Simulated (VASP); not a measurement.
## Pd: electric field gradients with PBEsol

Crystal: Pd.

```xyz
1
Lattice="0.0000 1.9514 1.9514 1.9514 0.0000 1.9514 1.9514 1.9514 0.0000" Properties=species:S:1:pos:R:3 pbc="T T T"
Pd    0.0000    0.0000    0.0000
```

This cell differs from its parent crystal: volume scaled by 1.01.

| Item | Value |
| --- | --- |
| Program | VASP 6.6.1 |
| Task | electric field gradients |
| Functional | PBEsol |
| Potentials or basis | VASP PAW PBE potentials, release 64 (Pd) |
| Cutoff | 520 eV |
| k mesh | 18 × 18 × 18 |
| Occupations | fermi-dirac, width 0.05 eV |
| Spin | no spin polarisation |
| Dipole correction | no |
| Further INCAR settings | ALGO = Normal; EDIFF = 1e-08; NBANDS = 11 |

```json
{"Pressure": "-4.4 GPa", "Band gap on the k mesh": "zero (band 5 reaches 9.79 eV, above the bottom of band 6 at 8.22 eV)"}
```

Levels at points of the mesh, in eV from the Fermi level:
```csv
k point,band 1,band 2,band 3,band 4,band 5,band 6,band 7,band 8,band 9,band 10
"(0.00, 0.00, 0.00)",-7.19,-2.83,-2.83,-2.83,-1.21,-1.21,17.12,21.85,21.85,21.85
"(0.50, 0.00, 0.00)",-5.29,-2.87,-2.87,-0.02,-0.02,0.93,7.20,16.47,20.93,20.93
"(0.50, 0.50, 0.00)",-5.36,-5.08,-0.05,0.28,0.28,3.25,10.63,13.07,13.07,21.37
```

Wall time 12 s on 1 thread of Intel(R) Xeon(R) 6975P-C (Granite Rapids), on a shared host, peak memory 0.16 GiB.

Caveat: without QUAD_EFG the Cq values of the log hold for a quadrupole moment of 1 mb, not for the nuclei; the PAW data sets were made with another functional, which shifts forces and pressure a little.
